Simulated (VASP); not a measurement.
# NiO (Fm-3m) in VASP: notebook

The runs below take NiO through single point, with LDA+U, PBEsol.

All numbers are computed with VASP 6.6.1; they aren't measurements. Logs are shortened: lines on timing, memory, paths and dates and some standing lists are left out, and cuts for length are marked.

## (1) The cell of the first run

Symmetry: Fm-3m, No. 225, cubic system. The conventional cell has a = 4.172 Å, b = 4.172 Å, c = 4.172 Å, α = 90.00°, β = 90.00°, γ = 90.00°. Within 2.8 Å of Ni (site symmetry m-3m) lie 6 O at 2.09 Å. O (site symmetry m-3m) has 6 Ni at 2.09 Å within 2.8 Å.

## (2) Single point, LDA+U, collinear spin, ferromagnetic start

Contents of INCAR:

```
SYSTEM = NiO
PREC = Accurate
ENCUT = 520
EDIFF = 1E-6
ISMEAR = -1
SIGMA = 0.05
LREAL = .FALSE.
LASPH = .TRUE.
NELM = 150
ALGO = Normal
ISIF = 2
LWAVE = .FALSE.
LCHARG = .FALSE.
ISPIN = 2
MAGMOM = 1 0
LORBIT = 11
LMAXMIX = 4
LDAU = .TRUE.
LDAUTYPE = 2
LDAUL = 2 -1
LDAUU = 4 0
LDAUJ = 0 0
LDAUPRINT = 1
NBANDS = 19
```

Contents of KPOINTS:

```
regular mesh
0
G
  11 11 11
  0 0 0
```

Contents of POSCAR:

```
NiO
1.0
    0.0000000000      2.0859016414      2.0859016414
    2.0859016414      0.0000000000      2.0859016414
    2.0859016414      2.0859016414      0.0000000000
Ni O
1 1
Direct
    0.0000000000      0.0000000000      0.0000000000
    0.5000000000      0.5000000000      0.5000000000
```

Potentials or basis: VASP PAW LDA potentials, release 64 (Ni, O).

Command:

```
cat potpaw_LDA.64/Ni/POTCAR potpaw_LDA.64/O/POTCAR > POTCAR
mpirun -np 1 vasp_std > vasp.out
```

OUTCAR:

```text
SYSTEM = NiO
   PREC = Accurate
   ENCUT = 520
   EDIFF = 1E-6
   ISMEAR = -1
   LREAL = .FALSE.
   LASPH = .TRUE.
   NELM = 150
   ISIF = 2
   ISPIN = 2
   LORBIT = 11

 ion  position               nearest neighbor table
   1  0.000  0.000  0.000-   2 2.09   2 2.09   2 2.09   2 2.09   2 2.09   2 2.09
   2  0.500  0.500  0.500-   1 2.09   1 2.09   1 2.09   1 2.09   1 2.09   1 2.09

  LATTYP: Found a face centered cubic cell.
 ALAT       =     4.1718032828

  Lattice vectors:

 A1 = (   0.0000000000,   2.0859016414,   2.0859016414)
 A2 = (   2.0859016414,   0.0000000000,   2.0859016414)
 A3 = (   2.0859016414,   2.0859016414,   0.0000000000)

Analysis of symmetry for initial positions (statically):
=====================================================================
 Subroutine PRICEL returns:
 Original cell was already a primitive cell.

 Routine SETGRP: Setting up the symmetry group for a
 face centered cubic supercell.

 Subroutine GETGRP returns: Found 48 space group operations
 (whereof 48 operations were pure point group operations)
 out of a pool of 48 trial point group operations.

The static configuration has the point symmetry O_h .

Analysis of symmetry for dynamics (positions and initial velocities):
=====================================================================
 Subroutine PRICEL returns:
 Original cell was already a primitive cell.

 Routine SETGRP: Setting up the symmetry group for a
 face centered cubic supercell.

 Subroutine GETGRP returns: Found 48 space group operations
 (whereof 48 operations were pure point group operations)
 out of a pool of 48 trial point group operations.

The dynamic configuration has the point symmetry O_h .

Analysis of structural, dynamic, and magnetic symmetry:
=====================================================================
 Subroutine PRICEL returns:
 Original cell was already a primitive cell.

 Routine SETGRP: Setting up the symmetry group for a
 face centered cubic supercell.

 Subroutine GETGRP returns: Found 48 space group operations
 (whereof 48 operations were pure point group operations)
 out of a pool of 48 trial point group operations.

The overall configuration has the point symmetry O_h .

 Subroutine INISYM returns: Found 48 space group operations
 (whereof 48 operations are pure point group operations),
 and found     1 'primitive' translations

----------------------------------------------------------------------------------------

                                     Primitive cell

  volume of cell :      18.1515

  direct lattice vectors                    reciprocal lattice vectors
     0.000000000  2.085901641  2.085901641    -0.239704495  0.239704495  0.239704495
     2.085901641  0.000000000  2.085901641     0.239704495 -0.239704495  0.239704495
     2.085901641  2.085901641  0.000000000     0.239704495  0.239704495 -0.239704495

  length of vectors
     2.949910391  2.949910391  2.949910391     0.415180364  0.415180364  0.415180364

  position of ions in fractional coordinates (direct lattice)
     0.000000000  0.000000000  0.000000000
     0.500000000  0.500000000  0.500000000

  ion indices of the primitive-cell ions
   primitive index   ion index
                 1           1
                 2           2

----------------------------------------------------------------------------------------

 KPOINTS: regular mesh

Automatic generation of k-mesh.
 Grid dimensions read from file:
 generate k-points for:   11   11   11

 Generating k-lattice:

  Cartesian coordinates                     Fractional coordinates (reciprocal lattice)
    -0.021791318  0.021791318  0.021791318     0.090909091  0.000000000  0.000000000
     0.021791318 -0.021791318  0.021791318     0.000000000  0.090909091  0.000000000
     0.021791318  0.021791318 -0.021791318     0.000000000  0.000000000  0.090909091

  Length of vectors
     0.037743669  0.037743669  0.037743669

  Shift w.r.t. Gamma in fractional coordinates (k-lattice)
     0.000000000  0.000000000  0.000000000

 Subroutine IBZKPT returns following result:
 ===========================================

 Found     56 irreducible k-points:

 Following reciprocal coordinates:
            Coordinates               Weight
  0.000000  0.000000  0.000000      1.000000
  0.090909  0.000000  0.000000      8.000000
  0.181818  0.000000  0.000000      8.000000
  0.272727  0.000000  0.000000      8.000000
  0.363636  0.000000  0.000000      8.000000
  0.454545  0.000000  0.000000      8.000000
[... 16 lines left out ...]
 -0.272727  0.181818  0.000000     24.000000
 -0.181818  0.181818  0.000000     12.000000
 [... further k-points ...]
   k-points           NKPTS =     56   k-points in BZ     NKDIM =     56   number of bands    NBANDS=     19
   number of dos      NEDOS =    301   number of ions     NIONS =      2
   total plane-waves  NPLWV =  13824
   dimension x,y,z NGX =    24 NGY =   24 NGZ =   24
   dimension x,y,z NGXF=    48 NGYF=   48 NGZF=   48
   ions per type =               1   1
   NGX,Y,Z   is equivalent  to a cutoff of  13.53, 13.53, 13.53 a.u.
   NGXF,Y,Z  is equivalent  to a cutoff of  27.05, 27.05, 27.05 a.u.
 SYSTEM =  NiO
   PREC   = accura    normal or accurate (medium, high low for compatibility)
   ISTART =      0    job   : 0-new  1-cont  2-samecut
   ICHARG =      2    charge: 1-file 2-atom 10-const
   ISPIN  =      2    spin polarized calculation?
   LNONCOLLINEAR =      F non collinear calculations
   LSORBIT =      F    spin-orbit coupling
   LASPH  =      T    aspherical Exc in radial PAW
   ENCUT  =  520.0 eV  38.22 Ry    6.18 a.u.   5.48  5.48  5.48*2*pi/ulx,y,z
   NELM   =    150;   NELMIN=  2; NELMDL= -5     # of ELM steps
   EDIFF  = 0.1E-05   stopping-criterion for ELM
   LREAL  =      F    real-space projection
   EDIFFG = 0.1E-04   stopping-criterion for IOM
   NSW    =      0    number of steps for IOM
   IBRION =     -1    ionic relax: 0-MD 1-quasi-New 2-CG
   NFREE  =      0    steps in history (QN), initial steepest desc. (CG)
   ISIF   =      2    stress and relaxation
   ISYM   =      2    0-nonsym 1-usesym 2-fastsym
   POTIM  = 0.5000    time-step for ionic-motion
   TEBEG  =    0.0;   TEEND  =   0.0 temperature during run
   PSTRESS=    0.0 pullay stress
   NELECT =      16.0000    total number of electrons
   NUPDOWN=      -1.0000    fix difference up-down
   EMIN   =  10.00;   EMAX   =-10.00  energy-range for DOS
   EFERMI =   0.00;   METHOD = LEGACY
   ISMEAR =    -1;   SIGMA  =   0.05  broadening in eV -4-tet -1-fermi 0-gaus
   EFERMI_NEDOS =   21; number of points for ismear=-14 and -15
   IALGO  =     38    algorithm
   IMIX   =      4    mixing-type and parameters
     AMIX     =   0.40;   BMIX     =  1.00
     AMIX_MAG =   1.60;   BMIX_MAG =  1.00
  volume/ion in A,a.u.               =       9.08        61.25
  Fermi-wavevector in a.u.,A,eV,Ry     =   1.569680  2.966264 33.523312  2.463894
  Thomas-Fermi vector in A             =   2.671526
   LORBIT       =     11    0 simple, 1 ext, 2 COOP (PROOUT), +10 PAW based schemes
 LDA+U is selected, type is set to LDAUTYPE =  2
   angular momentum for each species LDAUL =     2   -1
   U (eV)           for each species LDAUU =   4.0  0.0
   J (eV)           for each species LDAUJ =   0.0  0.0
   GGA     = CA    functional components
   LHFCALC =     F    Hartree Fock is set to
   AEXX    =    0.0000 exact exchange contribution
   IVDW    =     0    specifies the selected vdW correction
   LEPSILON=     F    determine dielectric tensor
   LRPA    =     F    only Hartree local field effects (RPA)
 spin polarized calculation
  energy-cutoff  :      520.00
  volume of cell :       18.15
 maximum number of plane-waves:       531
 NGX is ok and might be reduce to    24
   NGX = 11   NGY = 11   NGZ = 11

atom =   1  type =  1  l = 2

 onsite density matrix

spin component  1

  0.9761  0.0000  0.0000 -0.0000 -0.0000
  0.0000  0.9761 -0.0000 -0.0000 -0.0000
  0.0000 -0.0000  1.0268 -0.0000  0.0000
 -0.0000 -0.0000 -0.0000  0.9761 -0.0000
 -0.0000 -0.0000  0.0000 -0.0000  1.0268

spin component  2

  0.9726  0.0000  0.0000 -0.0000 -0.0000
  0.0000  0.9726  0.0000 -0.0000  0.0000
  0.0000  0.0000  0.1936  0.0000 -0.0000
 -0.0000 -0.0000  0.0000  0.9726  0.0000
 -0.0000  0.0000 -0.0000  0.0000  0.1936

 occupancies and eigenvectors

  o =  0.1936  v =  0.0000  0.0000  0.0000  0.0000  0.0000  0.0000 -0.0000  0.0062 -0.0000  1.0000      0.0000  0.0000  0.0000  0.0000  0.0000  0.0000  0.0000  0.0000  0.0000  0.0000
  o =  0.1936  v =  0.0000  0.0000  0.0000  0.0000  0.0000  0.0000  0.0000 -1.0000  0.0000  0.0062      0.0000  0.0000  0.0000  0.0000  0.0000  0.0000  0.0000  0.0000  0.0000  0.0000
  o =  0.9726  v =  0.0000  0.0000  0.0000  0.0000  0.0000  1.0000  0.0000  0.0000  0.0000  0.0000      0.0000  0.0000  0.0000  0.0000  0.0000  0.0000  0.0000  0.0000  0.0000  0.0000
  o =  0.9726  v =  0.0000  0.0000  0.0000  0.0000  0.0000  0.0000  0.9840  0.0000 -0.1780 -0.0000      0.0000  0.0000  0.0000  0.0000  0.0000  0.0000  0.0000  0.0000  0.0000  0.0000
  o =  0.9726  v =  0.0000  0.0000  0.0000  0.0000  0.0000  0.0000  0.1780  0.0000  0.9840  0.0000      0.0000  0.0000  0.0000  0.0000  0.0000  0.0000  0.0000  0.0000  0.0000  0.0000
  o =  0.9761  v =  1.0000  0.0000  0.0000  0.0000  0.0000  0.0000  0.0000  0.0000  0.0000  0.0000      0.0000  0.0000  0.0000  0.0000  0.0000  0.0000  0.0000  0.0000  0.0000  0.0000
  o =  0.9761  v =  0.0000 -0.0705  0.0000 -0.9975  0.0000  0.0000  0.0000  0.0000  0.0000  0.0000      0.0000  0.0000  0.0000  0.0000  0.0000  0.0000  0.0000  0.0000  0.0000  0.0000
  o =  0.9761  v =  0.0000  0.9975  0.0000 -0.0705 -0.0000  0.0000  0.0000  0.0000  0.0000  0.0000      0.0000  0.0000  0.0000  0.0000  0.0000  0.0000  0.0000  0.0000  0.0000  0.0000
  o =  1.0268  v =  0.0000 -0.0000  1.0000  0.0000  0.0007  0.0000  0.0000  0.0000  0.0000  0.0000      0.0000  0.0000  0.0000  0.0000  0.0000  0.0000  0.0000  0.0000  0.0000  0.0000
  o =  1.0268  v =  0.0000  0.0000 -0.0007  0.0000  1.0000  0.0000  0.0000  0.0000  0.0000  0.0000      0.0000  0.0000  0.0000  0.0000  0.0000  0.0000  0.0000  0.0000  0.0000  0.0000

 number of electron      16.0000001 magnetization       1.9999196

 Free energy of the ion-electron system (eV)
  ---------------------------------------------------
  ext. energy  EPLUGINS =         0.00000000
  ---------------------------------------------------
  free energy    TOTEN  =       -11.99984010 eV

  energy without entropy =      -11.99983025  energy(sigma->0) =      -11.99983517

 E-fermi :   7.3336     XC(G=0): -13.1749

 val. band max:        6.9399776509   @ k =   0.4545   0.0000   0.0000
 cond. band min:       7.6303781975   @ k =   0.0000   0.0000   0.0000
 fundamental gap:      0.6904005466
 Fermi energy:         7.3335830092

 spin component 1

 k-point     1 :       0.0000    0.0000    0.0000
  band No.  band energies     occupation
      1     -12.3149      1.00000
      2       2.1086      1.00000
      3       2.1086      1.00000
      4       2.7998      1.00000
      5       2.7998      1.00000
      6       2.7998      1.00000
[... 11 lines left out ...]
     18      31.3351      0.00000
     19      31.3351      0.00000
[... 485 lines left out ...]
 k-point    24 :      -0.1818    0.1818    0.0000
  band No.  band energies     occupation
      1     -11.4385      1.00000
      2       0.3396      1.00000
      3       0.6849      1.00000
      4       1.8260      1.00000
      5       2.9096      1.00000
      6       3.1038      1.00000
[... 11 lines left out ...]
     18      38.0403      0.00000
     19      38.3245      0.00000

 [... further k-points ...]

 spin component 2

 k-point     1 :       0.0000    0.0000    0.0000
  band No.  band energies     occupation
      1     -11.8854      1.00000
      2       3.9048      1.00000
      3       3.9048      1.00000
      4       3.9049      1.00000
      5       5.3540      1.00000
      6       5.3540      1.00000
[... 11 lines left out ...]
     18      34.9968      0.00000
     19      34.9969      0.00000
[... 485 lines left out ...]
 k-point    24 :      -0.1818    0.1818    0.0000
  band No.  band energies     occupation
      1     -10.9693      1.00000
      2       1.4881      1.00000
      3       2.6095      1.00000
      4       3.7137      1.00000
      5       4.2434      1.00000
      6       5.0540      1.00000
[... 11 lines left out ...]
     18      38.8328      0.00000
     19      39.1432      0.00000

 [... further k-points ...]

------------------------ aborting loop because EDIFF is reached ----------------------------------------

  FORCE on cell =-STRESS in cart. coord.  units (eV):
  Direction    XX          YY          ZZ          XY          YZ          ZX
  --------------------------------------------------------------------------------------
  -------------------------------------------------------------------------------------
  Total       -1.5085225     -1.5085225     -1.5085225      0.0000000     -0.0000000      0.0000000
  in kB     -133.1529816   -133.1529816   -133.1529816      0.0000000     -0.0000000      0.0000000
  external PRESSURE =    -133.1529816 kB  Pullay stress =       0.0000000 kB

 VOLUME and BASIS-vectors are now :
 -----------------------------------------------------------------------------
  energy-cutoff  :      520.00
  volume of cell :       18.15
      direct lattice vectors                 reciprocal lattice vectors
     0.000000000  2.085901641  2.085901641    -0.239704495  0.239704495  0.239704495
     2.085901641  0.000000000  2.085901641     0.239704495 -0.239704495  0.239704495
     2.085901641  2.085901641  0.000000000     0.239704495  0.239704495 -0.239704495

 POSITION                                       TOTAL-FORCE (eV/Angst)
 -----------------------------------------------------------------------------------
      0.00000      0.00000      0.00000         0.000000      0.000000      0.000000
      2.08590      2.08590      2.08590         0.000000      0.000000      0.000000
 -----------------------------------------------------------------------------------
    total drift:                                0.000000     -0.000000     -0.000000

  FREE ENERGIE OF THE ION-ELECTRON SYSTEM (eV)
  ---------------------------------------------------
  free  energy   TOTEN  =       -11.9998400950 eV

  energy  without entropy=      -11.9998302474  energy(sigma->0) =      -11.99983517

 total charge

# of ion       s       p       d       tot
------------------------------------------
    1        0.347   0.427   8.259   9.033
    2        1.536   3.437   0.000   4.973
--------------------------------------------------
tot          1.883   3.864   8.259  14.006

 magnetization (x)

# of ion       s       p       d       tot
------------------------------------------
    1        0.010   0.015   1.676   1.701
    2        0.025   0.241   0.000   0.266
--------------------------------------------------
tot          0.035   0.256   1.676   1.967
```

Wall time 49 s (1 thread of Intel Xeon 8259CL, shared host); peak memory 0.16 GiB.

Results:

| Property | Result |
| --- | --- |
| Free energy | -11.9998 eV |
| Pressure | -13.3 GPa |
| Band gap on the k mesh | 0.69 eV (least direct gap 1.53 eV) |
| Net moment | 2.00 μB per cell |
| Site moments | Ni +1.70; O +0.27 μB |
| Valence electrons inside the program's atomic spheres | Ni 9.03; O 4.97 |

Eigenvalues of the final occupation matrices:
```
    site  spin  trace               eigenvalues
site 1 d     1   4.98  0.98 0.98 0.98 1.03 1.03
site 1 d     2   3.30  0.19 0.19 0.97 0.97 0.97
```

Caveat: the cell stands under tension; an odd mesh through Γ misses points on the zone boundary, where band edges can lie; a cell with one magnetic atom can't hold antiferromagnetic order, which such compounds often take.

## (3) Single point, PBEsol, collinear spin, ferromagnetic start

POSCAR is that of step 2.

Contents of INCAR.step1:

```
SYSTEM = NiO
ALGO = Normal
EDIFF = 1E-7
ENCUT = 520
GGA = PS
ISIF = 2
ISMEAR = -1
ISPIN = 2
LASPH = .TRUE.
LCHARG = .TRUE.
LMAXMIX = 4
LREAL = .FALSE.
LWAVE = .FALSE.
MAGMOM = 1 0
NBANDS = 19
NELM = 150
PREC = Accurate
SIGMA = 0.05
```

Contents of KPOINTS.step1:

```
k-points
0
G
  11 11 11
  0 0 0
```

Contents of INCAR.step2:

```
SYSTEM = NiO
ALGO = Normal
EDIFF = 1E-7
ENCUT = 520
GGA = PS
ICHARG = 11
ISIF = 2
ISMEAR = -5
ISPIN = 2
LASPH = .TRUE.
LCHARG = .FALSE.
LMAXMIX = 4
LORBIT = 11
LREAL = .FALSE.
LWAVE = .FALSE.
MAGMOM = 1 0
NEDOS = 2001
NELM = 150
PREC = Accurate
SIGMA = 0.05
```

Contents of KPOINTS.step2:

```
k-points
0
G
  17 17 17
  0 0 0
```

Potentials or basis: VASP PAW PBE potentials, release 64 (Ni, O).

Command:

```
cat potpaw_PBE.64/Ni/POTCAR potpaw_PBE.64/O/POTCAR > POTCAR
cp INCAR.step1 INCAR
cp KPOINTS.step1 KPOINTS
mpirun -np 1 vasp_std > vasp.out
cp INCAR.step2 INCAR
cp KPOINTS.step2 KPOINTS
mpirun -np 1 vasp_std > vasp.out
```

Run time: 3.3 min. Hardware: 1 thread of Intel Xeon 8259CL, shared host; peak memory 0.2 GiB.

The run converged. Its results:

| Item | Value |
| --- | --- |
| Net moment | 1.34 μB per cell |
| Site moments | Ni +1.15; O +0.20 μB |
| Valence electrons inside the program's atomic spheres | Ni 9.03; O 4.94 |

Levels at points of the mesh, in eV from the Fermi level:
Spin up:
| k point | band 5 | band 6 | band 7 | band 8 | band 9 | band 10 | band 11 | band 12 | band 13 |
| --- | --- | --- | --- | --- | --- | --- | --- | --- | --- |
| (0.00, 0.00, 0.00) | -2.70 | -2.70 | -2.42 | -2.42 | -2.42 | 1.46 | 17.62 | 18.83 | 18.83 |
Spin down:
```
           k point  band 3  band 4  band 5  band 6  band 7  band 8  band 9  band 10  band 11  band 12
(0.00, 0.00, 0.00)   -2.76   -2.76   -1.73   -1.73   -1.73   -0.90   -0.90     1.73    17.59    19.03
```

Caveat: the PAW data sets were made with another functional, which shifts forces and pressure a little; a cell with one magnetic atom can't hold antiferromagnetic order, which such compounds often take; semilocal functionals often make such compounds metallic where correlation or magnetic order opens a gap, which also shifts bond lengths; tetrahedron occupations give inexact forces and stress in metals.
